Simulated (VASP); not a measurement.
# MgO (P1) in VASP: single point with PBE

Aim: the single point of MgO with PBE.

Everything below comes from runs of VASP 6.6.1. Logs are shortened: lines on timing, memory, paths and dates and some standing lists are left out, and cuts for length are marked.

**1. The cell of the first run**

The typed cell holds 2 atoms: a = 3.015 Å, b = 3.045 Å, c = 2.756 Å, α = 92.64°, β = 90.59°, γ = 117.13°.

**2. Single point, PBE (atoms moved at random and the cell strained at random)**

Contents of INCAR:

```
SYSTEM = MgO
PREC = Accurate
ENCUT = 520
EDIFF = 1E-6
ISMEAR = 0
SIGMA = 0.02
LREAL = .False.
LASPH = .True.
NELM = 60
ALGO = Normal
ISIF = 2
LWAVE = .False.
LCHARG = .True.
GGA = PE
LELF = .True.
LVHAR = .True.
NBANDS = 11
```

Contents of KPOINTS:

```
regular mesh
0
Gamma
  12 12 10
  0 0 0
```

Contents of POSCAR:

```
MgO
1.0
    3.0145857281      0.0673100589     -0.0146901045
   -1.4490006431      2.6771749621     -0.0689869699
   -0.0133984000     -0.0803904000      2.7546574464
Mg O
1 1
Direct
    0.0021762020      0.0094442670      0.0060940112
    0.3311571280      0.6572224030      0.4939059888
```

Potentials or basis: VASP PAW PBE potentials, release 64 (Mg, O).

Run with:

```sh
$ cat potpaw_PBE.64/Mg/POTCAR potpaw_PBE.64/O/POTCAR > POTCAR
$ mpirun -np 1 vasp_std > vasp.out
```

OUTCAR:

```text
SYSTEM = MgO
   PREC = Accurate
   ENCUT = 520
   EDIFF = 1E-6
   ISMEAR = 0
   LREAL = .False.
   LASPH = .True.
   NELM = 60
   ISIF = 2
   GGA = PE

 ion  position               nearest neighbor table
   1  0.002  0.009  0.006-   2 2.15   2 2.23   2 2.24   2 2.25   2 2.29   2 2.32
   2  0.331  0.657  0.494-   1 2.15   1 2.23   1 2.24   1 2.25   1 2.29   1 2.32

  LATTYP: Found a triclinic cell.
 ALAT       =     3.1607367087
 B/A-ratio  =     1.9401556856
 C/A-ratio  =     2.3755758410
 COS(alpha) =     0.0074976140
 COS(beta)  =     0.5954146718
 COS(gamma) =     0.7928695780

  Lattice vectors:

 A1 = (  -1.5655850850,  -2.7444850210,   0.0836770744)
 A2 = (  -4.5935692131,  -2.8921854799,   2.8530246253)
 A3 = (  -0.0897876419,  -5.2608791831,  -5.3566508485)

Analysis of symmetry for initial positions (statically):
=====================================================================
 Subroutine PRICEL returns:
 Original cell was already a primitive cell.

 Routine SETGRP: Setting up the symmetry group for a
 triclinic supercell.

 Subroutine GETGRP returns: Found  1 space group operations
 (whereof  1 operations were pure point group operations)
 out of a pool of  2 trial point group operations.

The static configuration has the point symmetry C_1 .

Analysis of symmetry for dynamics (positions and initial velocities):
=====================================================================
 Subroutine PRICEL returns:
 Original cell was already a primitive cell.

 Routine SETGRP: Setting up the symmetry group for a
 triclinic supercell.

 Subroutine GETGRP returns: Found  1 space group operations
 (whereof  1 operations were pure point group operations)
 out of a pool of  2 trial point group operations.

The dynamic configuration has the point symmetry C_1 .

 Subroutine INISYM returns: Found  1 space group operations
 (whereof  1 operations are pure point group operations),
 and found     1 'primitive' translations

----------------------------------------------------------------------------------------

                                     Primitive cell

  volume of cell :      22.4814

  direct lattice vectors                    reciprocal lattice vectors
     3.014585728  0.067310059 -0.014690105     0.327788363  0.177587598  0.006776951
    -1.449000643  2.677174962 -0.068986970    -0.008194992  0.369369338  0.010739611
    -0.013398400 -0.080390400  2.754657446     0.001542804  0.010197439  0.363326645

  length of vectors
     3.015372872  3.044934785  2.755862801     0.372865248  0.369616295  0.363472996

  position of ions in fractional coordinates (direct lattice)
     0.002176202  0.009444267  0.006094011
     0.331157128  0.657222403  0.493905989

  ion indices of the primitive-cell ions
   primitive index   ion index
                 1           1
                 2           2

----------------------------------------------------------------------------------------

 KPOINTS: regular mesh

Automatic generation of k-mesh.
 Grid dimensions read from file:
 generate k-points for:   12   12   10

 Generating k-lattice:

  Cartesian coordinates                     Fractional coordinates (reciprocal lattice)
     0.027315697  0.014798966  0.000564746     0.083333333 -0.000000000 -0.000000000
    -0.000682916  0.030780778  0.000894968     0.000000000  0.083333333  0.000000000
     0.000154280  0.001019744  0.036332664     0.000000000 -0.000000000  0.100000000

  Length of vectors
     0.031072104  0.030801358  0.036347300

  Shift w.r.t. Gamma in fractional coordinates (k-lattice)
     0.000000000  0.000000000  0.000000000

 Subroutine IBZKPT returns following result:
 ===========================================

 Found    724 irreducible k-points:

 Following reciprocal coordinates:
            Coordinates               Weight
  0.000000  0.000000  0.000000      1.000000
  0.083333  0.000000 -0.000000      2.000000
  0.166667  0.000000 -0.000000      2.000000
  0.250000  0.000000 -0.000000      2.000000
  0.333333  0.000000 -0.000000      2.000000
  0.416667  0.000000 -0.000000      2.000000
[... 16 lines left out ...]
  0.250000  0.166667 -0.000000      2.000000
  0.333333  0.166667 -0.000000      2.000000
 [... further k-points ...]
   k-points           NKPTS =    724   k-points in BZ     NKDIM =    724   number of bands    NBANDS=     11
   number of dos      NEDOS =    301   number of ions     NIONS =      2
   total plane-waves  NPLWV =  11520
   dimension x,y,z NGX =    24 NGY =   24 NGZ =   20
   dimension x,y,z NGXF=    48 NGYF=   48 NGZF=   40
   ions per type =               1   1
   NGX,Y,Z   is equivalent  to a cutoff of  13.23, 13.10, 12.06 a.u.
   NGXF,Y,Z  is equivalent  to a cutoff of  26.46, 26.21, 24.13 a.u.
 SYSTEM =  MgO
   PREC   = accura    normal or accurate (medium, high low for compatibility)
   ISTART =      0    job   : 0-new  1-cont  2-samecut
   ICHARG =      2    charge: 1-file 2-atom 10-const
   ISPIN  =      1    spin polarized calculation?
   LNONCOLLINEAR =      F non collinear calculations
   LSORBIT =      F    spin-orbit coupling
   LASPH  =      T    aspherical Exc in radial PAW
   ENCUT  =  520.0 eV  38.22 Ry    6.18 a.u.   5.61  5.66  5.12*2*pi/ulx,y,z
   NELM   =     60;   NELMIN=  2; NELMDL= -5     # of ELM steps
   EDIFF  = 0.1E-05   stopping-criterion for ELM
   LREAL  =      F    real-space projection
   EDIFFG = 0.1E-04   stopping-criterion for IOM
   NSW    =      0    number of steps for IOM
   IBRION =     -1    ionic relax: 0-MD 1-quasi-New 2-CG
   NFREE  =      0    steps in history (QN), initial steepest desc. (CG)
   ISIF   =      2    stress and relaxation
   ISYM   =      2    0-nonsym 1-usesym 2-fastsym
   POTIM  = 0.5000    time-step for ionic-motion
   TEBEG  =    0.0;   TEEND  =   0.0 temperature during run
   PSTRESS=    0.0 pullay stress
   NELECT =       8.0000    total number of electrons
   NUPDOWN=      -1.0000    fix difference up-down
   EMIN   =  10.00;   EMAX   =-10.00  energy-range for DOS
   EFERMI =   0.00;   METHOD = LEGACY
   ISMEAR =     0;   SIGMA  =   0.02  broadening in eV -4-tet -1-fermi 0-gaus
   EFERMI_NEDOS =   21; number of points for ismear=-14 and -15
   IALGO  =     38    algorithm
   IMIX   =      4    mixing-type and parameters
     AMIX     =   0.40;   BMIX     =  1.00
     AMIX_MAG =   1.60;   BMIX_MAG =  1.00
  volume/ion in A,a.u.               =      11.24        75.86
  Fermi-wavevector in a.u.,A,eV,Ry     =   1.160104  2.192278 18.311271  1.345840
  Thomas-Fermi vector in A             =   2.296690
   LORBIT       =      0    0 simple, 1 ext, 2 COOP (PROOUT), +10 PAW based schemes
   GGA     = PE    functional components
   LHFCALC =     F    Hartree Fock is set to
   AEXX    =    0.0000 exact exchange contribution
   IVDW    =     0    specifies the selected vdW correction
   LEPSILON=     F    determine dielectric tensor
   LRPA    =     F    only Hartree local field effects (RPA)
 non-spin polarized calculation
 Gauss-broadening in eV      SIGMA  =   0.02
  energy-cutoff  :      520.00
  volume of cell :       22.48
 maximum number of plane-waves:       622
   NGX = 11   NGY = 11   NGZ = 11

 number of electron       8.0000000 magnetization

 Free energy of the ion-electron system (eV)
  ---------------------------------------------------
  ext. energy  EPLUGINS =         0.00000000
  ---------------------------------------------------
  free energy    TOTEN  =       -11.09263072 eV

  energy without entropy =      -11.09263072  energy(sigma->0) =      -11.09263072

 E-fermi :   2.7723     XC(G=0): -10.2154

 val. band max:        2.5957168967   @ k =   0.4167   0.4167  -0.0000
 cond. band min:       4.6805472349   @ k =   0.0000   0.0000   0.0000
 fundamental gap:      2.0848303381
 Fermi energy:         2.7723372698

 k-point     1 :       0.0000    0.0000    0.0000
  band No.  band energies     occupation
      1     -14.4020      2.00000
      2       1.6970      2.00000
      3       2.0337      2.00000
      4       2.2814      2.00000
      5       4.6805      0.00000
      6      14.0367      0.00000
      7      16.3065      0.00000
      8      17.5433      0.00000
      9      20.9001      0.00000
     10      21.6380      0.00000
     11      23.0784      0.00000

 k-point     2 :       0.0833    0.0000   -0.0000
  band No.  band energies     occupation
      1     -14.3554      2.00000
      2       1.3453      2.00000
      3       1.8789      2.00000
      4       2.2940      2.00000
      5       5.1575      0.00000
      6      13.9415      0.00000
      7      15.9681      0.00000
      8      17.5079      0.00000
      9      21.4029      0.00000
     10      21.7765      0.00000
     11      23.2012      0.00000

 k-point     3 :       0.1667    0.0000   -0.0000
  band No.  band energies     occupation
      1     -14.2248      2.00000
      2       0.4598      2.00000
      3       1.7398      2.00000
      4       2.3371      2.00000
      5       6.1026      0.00000
      6      13.4122      0.00000
      7      15.6057      0.00000
      8      17.7610      0.00000
      9      21.3205      0.00000
     10      21.9354      0.00000
     11      24.0247      0.00000

 k-point     4 :       0.2500    0.0000   -0.0000
  band No.  band energies     occupation
      1     -14.0380      2.00000
      2      -0.4695      2.00000
      3       1.5927      2.00000
      4       2.4028      2.00000
      5       7.0863      0.00000
      6      12.5740      0.00000
      7      15.5922      0.00000
      8      18.1481      0.00000
      9      21.1365      0.00000
     10      21.6983      0.00000
     11      24.7668      0.00000

 k-point     5 :       0.3333    0.0000   -0.0000
  band No.  band energies     occupation
      1     -13.8403      2.00000
      2      -1.2466      2.00000
      3       1.4553      2.00000
      4       2.4727      2.00000
      5       7.9167      0.00000
      6      11.9256      0.00000
      7      15.4564      0.00000
      8      18.4811      0.00000
      9      20.8604      0.00000
     10      21.9383      0.00000
     11      25.7123      0.00000
[... 211 lines left out ...]
 k-point    21 :       0.0833    0.1667    0.0000
  band No.  band energies     occupation
      1     -14.1210      2.00000
      2      -0.1401      2.00000
      3       1.6434      2.00000
      4       2.3554      2.00000
      5       6.7635      0.00000
      6      12.9401      0.00000
      7      15.4834      0.00000
      8      18.2432      0.00000
      9      21.1511      0.00000
     10      22.2527      0.00000
     11      24.0730      0.00000

 k-point    22 :       0.1667    0.1667    0.0000
  band No.  band energies     occupation
      1     -13.9594      2.00000
      2      -0.6775      2.00000
      3       1.2282      2.00000
      4       2.4148      2.00000
      5       7.6674      0.00000
      6      12.4214      0.00000
      7      15.3213      0.00000
      8      18.5658      0.00000
      9      21.1249      0.00000
     10      22.6658      0.00000
     11      23.9136      0.00000

 k-point    23 :       0.2500    0.1667   -0.0000
  band No.  band energies     occupation
      1     -13.7833      2.00000
      2      -1.1514      2.00000
      3       0.8175      2.00000
      4       2.4808      2.00000
      5       8.5608      0.00000
      6      12.0297      0.00000
      7      14.9004      0.00000
      8      19.1107      0.00000
      9      20.9476      0.00000
     10      22.7887      0.00000
     11      24.2636      0.00000

 k-point    24 :       0.3333    0.1667   -0.0000
  band No.  band energies     occupation
      1     -13.6411      2.00000
      2      -1.4980      2.00000
      3       0.5479      2.00000
      4       2.5354      2.00000
      5       9.2314      0.00000
      6      11.8409      0.00000
      7      14.3855      0.00000
      8      19.5999      0.00000
      9      20.8078      0.00000
     10      22.7981      0.00000
     11      23.9608      0.00000

 [... further k-points ...]

------------------------ aborting loop because EDIFF is reached ----------------------------------------

  FORCE on cell =-STRESS in cart. coord.  units (eV):
  Direction    XX          YY          ZZ          XY          YZ          ZX
  --------------------------------------------------------------------------------------
  -------------------------------------------------------------------------------------
  Total       -1.4406115     -2.4781115     -1.3320043     -0.4964109     -0.1299812     -0.0298803
  in kB     -102.6675857   -176.6067619    -94.9275156    -35.3775514     -9.2633256     -2.1294690
  external PRESSURE =    -124.7339544 kB  Pullay stress =       0.0000000 kB

 VOLUME and BASIS-vectors are now :
 -----------------------------------------------------------------------------
  energy-cutoff  :      520.00
  volume of cell :       22.48
      direct lattice vectors                 reciprocal lattice vectors
     3.014585728  0.067310059 -0.014690105     0.327788363  0.177587598  0.006776951
    -1.449000643  2.677174962 -0.068986970    -0.008194992  0.369369338  0.010739611
    -0.013398400 -0.080390400  2.754657446     0.001542804  0.010197439  0.363326645

 POSITION                                       TOTAL-FORCE (eV/Angst)
 -----------------------------------------------------------------------------------
     -0.00721      0.02494      0.01610         0.104152     -0.211793     -0.069345
      0.03937      1.74208      1.31034        -0.104152      0.211793      0.069345
 -----------------------------------------------------------------------------------
    total drift:                                0.000339      0.000203      0.000567

  FREE ENERGIE OF THE ION-ELECTRON SYSTEM (eV)
  ---------------------------------------------------
  free  energy   TOTEN  =       -11.0926307151 eV

  energy  without entropy=      -11.0926307151  energy(sigma->0) =      -11.09263072
```

Run time: 69 s. Hardware: 1 thread of Intel Xeon Platinum 8259CL at 2.50GHz (Skylake/Cascade Lake), shared host; peak memory 0.3 GiB.

Results:

| Item | Value |
| --- | --- |
| Free energy | -11.0926 eV |
| Pressure | -12.5 GPa |
| Largest force | 0.246 eV/Å |
| Band gap on the k mesh | 2.08 eV, indirect (least direct gap 2.40 eV) |

Forces on the atoms (eV/Å):
```
Mg   0.104 -0.212 -0.069
O   -0.104  0.212  0.069
```

Stress tensor (GPa, compression positive):
```
-10.27  -3.54  -0.21
 -3.54 -17.66  -0.93
 -0.21  -0.93  -9.49
```

Levels at points of the mesh, in eV from the valence-band top:
| k point | band 1 | band 2 | band 3 | band 4 | band 5 | band 6 | band 7 | band 8 | band 9 |
| --- | --- | --- | --- | --- | --- | --- | --- | --- | --- |
| (0.00, 0.00, 0.00) | -17.00 | -0.90 | -0.56 | -0.31 | 2.08 | 11.44 | 13.71 | 14.95 | 18.30 |
| (0.50, 0.00, 0.00) | -16.23 | -4.54 | -1.27 | -0.05 | 6.01 | 9.03 | 12.35 | 16.19 | 17.87 |
| (0.00, 0.50, 0.00) | -16.24 | -4.61 | -1.13 | -0.08 | 6.04 | 8.93 | 12.35 | 16.43 | 17.96 |
| (0.50, 0.50, 0.00) | -16.14 | -4.38 | -1.64 | 0.00 | 5.61 | 9.41 | 12.39 | 15.39 | 18.17 |
| (0.00, 0.00, 0.50) | -16.11 | -4.88 | -0.39 | -0.10 | 7.06 | 8.07 | 15.91 | 16.76 | 17.51 |
| (0.50, 0.00, 0.50) | -15.58 | -3.44 | -3.03 | -0.79 | 5.35 | 10.47 | 12.37 | 13.32 | 14.46 |
| (0.00, 0.50, 0.50) | -15.60 | -3.50 | -3.08 | -0.65 | 5.35 | 10.79 | 12.22 | 13.24 | 14.58 |
| (0.50, 0.50, 0.50) | -15.50 | -3.32 | -2.95 | -1.10 | 5.68 | 9.74 | 12.38 | 13.33 | 13.85 |

Caveat: the cell differs from its parent crystal (atoms moved at random and the cell strained at random).
